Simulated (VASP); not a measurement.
Set up this calculation in VASP 6.6.1, as the native input.

```
Task                   : dielectric tensor
Functional             : r2SCAN
Potentials or basis    : VASP PAW PBE potentials, release 64 (Ag, Cl)
Cutoff                 : 520 eV
k mesh                 : 6 × 6 × 6
Occupations            : gaussian, width 0.01 eV
Spin                   : no spin polarisation
Dipole correction      : no
Further INCAR settings : ALGO = Normal; EDIFF = 1e-08
```

The structure of AgCl lies in POSCAR:

```
AgCl
1.0
    0.0000000000      2.7731838115      2.7731838115
    2.7731838115      0.0000000000      2.7731838115
    2.7731838115      2.7731838115      0.0000000000
Ag Cl
1 1
Direct
    0.0000000000      0.0000000000      0.0000000000
    0.5000000000      0.5000000000      0.5000000000
```

The input as run:

INCAR

```
  PREC = Accurate
  ENCUT = 520
  EDIFF = 1E-8
  ISMEAR = 0
  SIGMA = 0.01
  LREAL = F
  LASPH = T
  NELM = 60
  ALGO = Normal
  ISIF = 2
  LWAVE = F
  LCHARG = F
  METAGGA = R2SCAN
  LMIXTAU = T
  LCALCEPS = T
```

KPOINTS

```
Automatic mesh
0
Gamma
  6 6 6
```

Potentials or basis: VASP PAW PBE potentials, release 64 (Ag, Cl).

Command:

```sh
$ cat potpaw_PBE.64/Ag/POTCAR potpaw_PBE.64/Cl/POTCAR > POTCAR
$ mpirun -np 1 vasp_std > vasp.out
```

Results of the run:

The band gap on the k mesh is 1.42 eV (least direct gap 3.80 eV). The electronic dielectric tensor (diagonal) is 4.48 and the born charges (mean of the diagonal) is Ag +1.39; Cl -1.39 e.

Run time: 55 min on 1 thread of Intel Xeon 8259CL, with other jobs on the host, peak memory 0.32 GiB.
